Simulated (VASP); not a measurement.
The system is Rh.

```
Rh
1.0
     2.45806    0.00000    0.00000
     0.00000    2.45806    0.00000
     0.00000    0.00000    2.45806
Rh
1
Cartesian
  0.0000 0.0000 0.0000
```

- Program: VASP 6.6.1
- Task: relaxation of cell and atoms
- Functional: PBEsol
- Potentials or basis: VASP PAW PBE potentials, release 64 (Rh_pv)
- Cutoff: 600 eV
- k mesh: 13 × 13 × 13
- Occupations: fermi-dirac, width 0.1 eV
- Spin: no spin polarisation

At the start: pressure 12.4 GPa; volume 14.85 Å³/atom.

Problem. How do energy, volume and symmetry change on relaxing?

Solution. Over 6 steps the energy falls by 28.7 meV/atom and the volume is 15.63 Å³/atom (+5.2 %); space group Pm-3m (No. 221, to 0.05 Å).

The path:
```
step  energy change (eV)  largest force (eV/Å)  pressure (GPa)  volume (Å³)
   1              0.0000                0.0000           12.42        14.85
   2              0.0849                0.0000          -17.89        17.47
   3             -0.0286                0.0000           -0.39        15.67
   4             -0.0287                0.0000           -0.14        15.64
   5             -0.0287                0.0000            0.12        15.63
   6             -0.0287                0.0000            0.07        15.63
```

Final structure:
```yaml
crystal:
  lattice:
    - [2.50008, 0.00000, 0.00000]
    - [0.00000, 2.50008, 0.00000]
    - [0.00000, 0.00000, 2.50008]
  atoms:
    - { symbol: Rh, position: [0.00000, 0.00000, 0.00000] }
```

Caveat: the PAW data sets were made with another functional, which shifts forces and pressure a little.
